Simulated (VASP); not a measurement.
Here is a VASP 6.6.1 calculation.

File INCAR:

```
PREC = Accurate
ENCUT = 520
EDIFF = 1E-6
ISMEAR = 0
SIGMA = 0.15
LREAL = False
LASPH = True
NELM = 60
ALGO = Fast
ISIF = 2
LWAVE = False
LCHARG = True
GGA = PS
LELF = True
LVHAR = True
NBANDS = 24
```

KPOINTS

```
regular mesh
0
Gamma
  14 14 14
```

The input POSCAR:

```
AlNi3
1.0
    0.0000000000      2.6934675619      2.7984078565
    2.9033481511      0.0000000000      2.7984078565
    2.9033481511      2.6934675619      0.0000000000
Al Ni
1 3
Direct
    0.5000000000      0.5000000000      0.5000000000
    0.2500000000      0.2500000000      0.2500000000
    0.0000000000      0.0000000000      0.0000000000
    0.7500000000      0.7500000000      0.7500000000
```

Potentials or basis: VASP PAW PBE potentials, release 64 (Al, Ni).

The run is started by

```console
$ cat potpaw_PBE.64/Al/POTCAR potpaw_PBE.64/Ni/POTCAR > POTCAR
$ mpirun -np 1 vasp_std > vasp.out
```

Task: What does it give for the pressure?

Result: 0.4 GPa.

Stress tensor (GPa, compression positive):
```
 1.24  0.00  0.00
 0.00  0.66  0.00
 0.00  0.00 -0.56
```

Caveat: the cell differs from its parent crystal (strain +0.0375 x Voigt [1, -1, 0, 0, 0, 0]); the PAW data sets were made with another functional, which shifts forces and pressure a little. Spin polarisation is off, so any magnetic state and its effect on volume and gap are missing.
